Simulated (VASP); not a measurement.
# AlRu (Pm-3m) in VASP: further runs

AlRu is run at these levels: r2SCAN; tasks: single point, relaxation of cell and atoms.

Program: VASP 6.6.1. These are calculated values, not measurements. Logs are shortened: lines on timing, memory, paths and dates and some standing lists are left out, and cuts for length are marked.

### Step 1. The cell of the first run

The structure is cubic, space group Pm-3m (No. 221). Conventional cell: a = 2.971 Å, b = 2.971 Å, c = 2.971 Å, α = 90.00°, β = 90.00°, γ = 90.00°. Within 3.4 Å of Al (site symmetry m-3m) lie 8 Ru at 2.57 Å and 6 Al at 2.97 Å. Within 3.4 Å of Ru (site symmetry m-3m) lie 8 Al at 2.57 Å and 6 Ru at 2.97 Å.

### Step 2. Single point, r2SCAN

The input, POSCAR:

```
AlRu
1.0
    2.9709909553      0.0000000000      0.0000000000
    0.0000000000      2.9709909553      0.0000000000
    0.0000000000      0.0000000000      2.9709909553
Al Ru
1 1
Direct
    0.0000000000      0.0000000000      0.0000000000
    0.5000000000      0.5000000000      0.5000000000
```

The input, INCAR.step1:

```
SYSTEM = AlRu
  PREC = Accurate
  ENCUT = 520
  ISMEAR = 0
  SIGMA = 0.1
  LREAL = .False.
  LASPH = .True.
  NELM = 100
  NBANDS = 16
  GGA = PE
  ALGO = Normal
  EDIFF = 1E-4
  LWAVE = .True.
  LCHARG = .False.
```

The input, INCAR.step2:

```
SYSTEM = AlRu
  PREC = Accurate
  ENCUT = 520
  EDIFF = 1E-6
  ISMEAR = 0
  SIGMA = 0.1
  LREAL = .False.
  LASPH = .True.
  NELM = 100
  ALGO = Normal
  ISIF = 2
  LWAVE = .False.
  LCHARG = .False.
  METAGGA = R2SCAN
  LMIXTAU = .True.
  NBANDS = 16
  ISTART = 1
```

The input, KPOINTS:

```
Automatic mesh
0
Gamma
  6 6 6
  0 0 0
```

Potentials or basis: VASP PAW PBE potentials, release 64 (Al, Ru_pv).

The run is started by

```sh
> cat potpaw_PBE.64/Al/POTCAR potpaw_PBE.64/Ru_pv/POTCAR > POTCAR
> cp INCAR.step1 INCAR
> mpirun -np 1 vasp_std > vasp.out
> cp INCAR.step2 INCAR
> mpirun -np 1 vasp_std > vasp.out
```

OUTCAR:

```text
SYSTEM = AlRu
   PREC = Accurate
   ENCUT = 520
   EDIFF = 1E-6
   ISMEAR = 0
   LREAL = .False.
   LASPH = .True.
   NELM = 100
   ISIF = 2
   METAGGA = R2SCAN
   ISTART = 1

 ion  position               nearest neighbor table
   1  0.000  0.000  0.000-   2 2.57   2 2.57   2 2.57   2 2.57   2 2.57   2 2.57   2 2.57   2 2.57

   2  0.500  0.500  0.500-   1 2.57   1 2.57   1 2.57   1 2.57   1 2.57   1 2.57   1 2.57   1 2.57

  LATTYP: Found a simple cubic cell.
 ALAT       =     2.9709909553

  Lattice vectors:

 A1 = (   2.9709909553,   0.0000000000,   0.0000000000)
 A2 = (   0.0000000000,   2.9709909553,   0.0000000000)
 A3 = (   0.0000000000,   0.0000000000,   2.9709909553)

Analysis of symmetry for initial positions (statically):
=====================================================================
 Subroutine PRICEL returns:
 Original cell was already a primitive cell.

 Routine SETGRP: Setting up the symmetry group for a
 simple cubic supercell.

 Subroutine GETGRP returns: Found 48 space group operations
 (whereof 48 operations were pure point group operations)
 out of a pool of 48 trial point group operations.

The static configuration has the point symmetry O_h .

Analysis of symmetry for dynamics (positions and initial velocities):
=====================================================================
 Subroutine PRICEL returns:
 Original cell was already a primitive cell.

 Routine SETGRP: Setting up the symmetry group for a
 simple cubic supercell.

 Subroutine GETGRP returns: Found 48 space group operations
 (whereof 48 operations were pure point group operations)
 out of a pool of 48 trial point group operations.

The dynamic configuration has the point symmetry O_h .

 Subroutine INISYM returns: Found 48 space group operations
 (whereof 48 operations are pure point group operations),
 and found     1 'primitive' translations

----------------------------------------------------------------------------------------

                                     Primitive cell

  volume of cell :      26.2243

  direct lattice vectors                    reciprocal lattice vectors
     2.970990955  0.000000000  0.000000000     0.336588032  0.000000000  0.000000000
     0.000000000  2.970990955  0.000000000     0.000000000  0.336588032  0.000000000
     0.000000000  0.000000000  2.970990955     0.000000000  0.000000000  0.336588032

  length of vectors
     2.970990955  2.970990955  2.970990955     0.336588032  0.336588032  0.336588032

  position of ions in fractional coordinates (direct lattice)
     0.000000000  0.000000000  0.000000000
     0.500000000  0.500000000  0.500000000

  ion indices of the primitive-cell ions
   primitive index   ion index
                 1           1
                 2           2

----------------------------------------------------------------------------------------

 KPOINTS: Automatic mesh

Automatic generation of k-mesh.
 Grid dimensions read from file:
 generate k-points for:    6    6    6

 Generating k-lattice:

  Cartesian coordinates                     Fractional coordinates (reciprocal lattice)
     0.056098005  0.000000000  0.000000000     0.166666667  0.000000000  0.000000000
     0.000000000  0.056098005  0.000000000     0.000000000  0.166666667  0.000000000
     0.000000000  0.000000000  0.056098005     0.000000000  0.000000000  0.166666667

  Length of vectors
     0.056098005  0.056098005  0.056098005

  Shift w.r.t. Gamma in fractional coordinates (k-lattice)
     0.000000000  0.000000000  0.000000000

 Subroutine IBZKPT returns following result:
 ===========================================

 Found     20 irreducible k-points:

 Following reciprocal coordinates:
            Coordinates               Weight
  0.000000  0.000000  0.000000      1.000000
  0.166667  0.000000  0.000000      6.000000
  0.333333  0.000000  0.000000      6.000000
  0.500000  0.000000  0.000000      3.000000
  0.166667  0.166667  0.000000     12.000000
  0.333333  0.166667  0.000000     24.000000
[... 12 lines left out ...]
  0.500000  0.500000  0.333333      6.000000
  0.500000  0.500000  0.500000      1.000000
   k-points           NKPTS =     20   k-points in BZ     NKDIM =     20   number of bands    NBANDS=     16
   number of dos      NEDOS =    301   number of ions     NIONS =      2
   total plane-waves  NPLWV =  13824
   dimension x,y,z NGX =    24 NGY =   24 NGZ =   24
   dimension x,y,z NGXF=    48 NGYF=   48 NGZF=   48
   ions per type =               1   1
   NGX,Y,Z   is equivalent  to a cutoff of  13.43, 13.43, 13.43 a.u.
   NGXF,Y,Z  is equivalent  to a cutoff of  26.86, 26.86, 26.86 a.u.
 SYSTEM =  AlRu
   PREC   = accura    normal or accurate (medium, high low for compatibility)
   ISTART =      1    job   : 0-new  1-cont  2-samecut
   ICHARG =      0    charge: 1-file 2-atom 10-const
   ISPIN  =      1    spin polarized calculation?
   LNONCOLLINEAR =      F non collinear calculations
   LSORBIT =      F    spin-orbit coupling
   LASPH  =      T    aspherical Exc in radial PAW
   ENCUT  =  520.0 eV  38.22 Ry    6.18 a.u.   5.52  5.52  5.52*2*pi/ulx,y,z
   NELM   =    100;   NELMIN=  2; NELMDL=  0     # of ELM steps
   EDIFF  = 0.1E-05   stopping-criterion for ELM
   LREAL  =      F    real-space projection
   EDIFFG = 0.1E-04   stopping-criterion for IOM
   NSW    =      0    number of steps for IOM
   IBRION =     -1    ionic relax: 0-MD 1-quasi-New 2-CG
   NFREE  =      0    steps in history (QN), initial steepest desc. (CG)
   ISIF   =      2    stress and relaxation
   ISYM   =      2    0-nonsym 1-usesym 2-fastsym
   POTIM  = 0.5000    time-step for ionic-motion
   TEBEG  =    0.0;   TEEND  =   0.0 temperature during run
   PSTRESS=    0.0 pullay stress
   NELECT =      17.0000    total number of electrons
   NUPDOWN=      -1.0000    fix difference up-down
   EMIN   =  10.00;   EMAX   =-10.00  energy-range for DOS
   EFERMI =   0.00;   METHOD = LEGACY
   ISMEAR =     0;   SIGMA  =   0.10  broadening in eV -4-tet -1-fermi 0-gaus
   EFERMI_NEDOS =   21; number of points for ismear=-14 and -15
   IALGO  =     38    algorithm
   IMIX   =      4    mixing-type and parameters
     AMIX     =   0.40;   BMIX     =  1.00
     AMIX_MAG =   1.60;   BMIX_MAG =  1.00
  volume/ion in A,a.u.               =      13.11        88.49
  Fermi-wavevector in a.u.,A,eV,Ry     =   1.416848  2.677454 27.313113  2.007457
  Thomas-Fermi vector in A             =   2.538139
   LORBIT       =      0    0 simple, 1 ext, 2 COOP (PROOUT), +10 PAW based schemes
   METAGGA = R2SCAN    functional components
   LHFCALC =     F    Hartree Fock is set to
   AEXX    =    0.0000 exact exchange contribution
   IVDW    =     0    specifies the selected vdW correction
   LEPSILON=     F    determine dielectric tensor
   LRPA    =     F    only Hartree local field effects (RPA)
 non-spin polarized calculation
 Gauss-broadening in eV      SIGMA  =   0.10
  energy-cutoff  :      520.00
  volume of cell :       26.22
 maximum number of plane-waves:       739
 NGX is ok and might be reduce to    24
   NGX = 11   NGY = 11   NGZ = 11

 number of electron      16.9999996 magnetization

 Free energy of the ion-electron system (eV)
  ---------------------------------------------------
  ext. energy  EPLUGINS =         0.00000000
  ---------------------------------------------------
  free energy    TOTEN  =       -33.59884807 eV

  energy without entropy =      -33.58524769  energy(sigma->0) =      -33.59204788

 E-fermi :  10.7308     XC(G=0): -13.7370

 val. band max:       10.7188261079   @ k =   0.3333   0.1667   0.0000
 cond. band min:      10.8010173670   @ k =   0.5000   0.1667   0.0000
 fundamental gap:      0.0821912591
 Fermi energy:        10.7307984031

 k-point     1 :       0.0000    0.0000    0.0000
  band No.  band energies     occupation
      1     -32.2263      2.00000
      2     -32.2263      2.00000
      3     -32.2263      2.00000
      4       0.5624      2.00000
      5       7.0492      2.00000
      6       7.0492      2.00000
[... 8 lines left out ...]
     15      22.4524      0.00000
     16      27.7445      0.00000

 k-point     2 :       0.1667    0.0000    0.0000
  band No.  band energies     occupation
      1     -32.2897      2.00000
      2     -32.2209      2.00000
      3     -32.2209      2.00000
      4       1.1283      2.00000
      5       7.1879      2.00000
      6       7.2496      2.00000
[... 8 lines left out ...]
     15      23.9455      0.00000
     16      29.4812      0.00000

 k-point     3 :       0.3333    0.0000    0.0000
  band No.  band energies     occupation
      1     -32.4148      2.00000
      2     -32.2101      2.00000
      3     -32.2101      2.00000
      4       2.6825      2.00000
      5       6.7578      2.00000
      6       7.6978      2.00000
[... 8 lines left out ...]
     15      25.0423      0.00000
     16      26.9470      0.00000

 k-point     4 :       0.5000    0.0000    0.0000
  band No.  band energies     occupation
      1     -32.4765      2.00000
      2     -32.2046      2.00000
      3     -32.2046      2.00000
      4       4.5907      2.00000
      5       5.1272      2.00000
      6       7.9526      2.00000
[... 8 lines left out ...]
     15      24.7535      0.00000
     16      24.7535      0.00000
[... 248 lines left out ...]
 k-point    18 :       0.5000    0.3333    0.3333
  band No.  band energies     occupation
      1     -32.4296      2.00000
      2     -32.3658      2.00000
      3     -32.3629      2.00000
      4       5.3231      2.00000
      5       6.4559      2.00000
      6       6.5713      2.00000
[... 8 lines left out ...]
     15      21.1916      0.00000
     16      22.8167      0.00000

 k-point    19 :       0.5000    0.5000    0.3333
  band No.  band energies     occupation
      1     -32.4222      2.00000
      2     -32.4222      2.00000
      3     -32.3576      2.00000
      4       5.4052      2.00000
      5       6.2807      2.00000
      6       6.2807      2.00000
[... 8 lines left out ...]
     15      21.5091      0.00000
     16      21.5091      0.00000

 k-point    20 :       0.5000    0.5000    0.5000
  band No.  band energies     occupation
      1     -32.4151      2.00000
      2     -32.4151      2.00000
      3     -32.4151      2.00000
      4       5.8273      2.00000
      5       5.8273      2.00000
      6       5.8273      2.00000
[... 8 lines left out ...]
     15      20.0275      0.00000
     16      21.1846      0.00000

------------------------ aborting loop because EDIFF is reached ----------------------------------------

  FORCE on cell =-STRESS in cart. coord.  units (eV):
  Direction    XX          YY          ZZ          XY          YZ          ZX
  --------------------------------------------------------------------------------------
  -------------------------------------------------------------------------------------
  Total        0.4326500      0.4326500      0.4326500      0.0000000      0.0000000      0.0000000
  in kB       26.4328058     26.4328058     26.4328058      0.0000000      0.0000000      0.0000000
  external PRESSURE =      26.4328058 kB  Pullay stress =       0.0000000 kB

 VOLUME and BASIS-vectors are now :
 -----------------------------------------------------------------------------
  energy-cutoff  :      520.00
  volume of cell :       26.22
      direct lattice vectors                 reciprocal lattice vectors
     2.970990955  0.000000000  0.000000000     0.336588032  0.000000000  0.000000000
     0.000000000  2.970990955  0.000000000     0.000000000  0.336588032  0.000000000
     0.000000000  0.000000000  2.970990955     0.000000000  0.000000000  0.336588032

 POSITION                                       TOTAL-FORCE (eV/Angst)
 -----------------------------------------------------------------------------------
      0.00000      0.00000      0.00000         0.000000      0.000000      0.000000
      1.48550      1.48550      1.48550         0.000000      0.000000      0.000000
 -----------------------------------------------------------------------------------
    total drift:                                0.000000     -0.000000     -0.000000

  FREE ENERGIE OF THE ION-ELECTRON SYSTEM (eV)
  ---------------------------------------------------
  free  energy   TOTEN  =       -33.5988480719 eV

  energy  without entropy=      -33.5852476909  energy(sigma->0) =      -33.59204788
```

It took 13 s on 1 thread of Intel Xeon 6975P-C (Granite Rapids), shared host; peak memory 0.14 GiB.

What came out:

```
Free energy            : -33.5988 eV
Pressure               : 2.6 GPa
Band gap on the k mesh : zero (an odd number of electrons rules out a gap without spin polarisation)
```

Caveat: the PAW data sets were made with another functional, which shifts forces and pressure a little.

(Continued in part 2 of 2.)
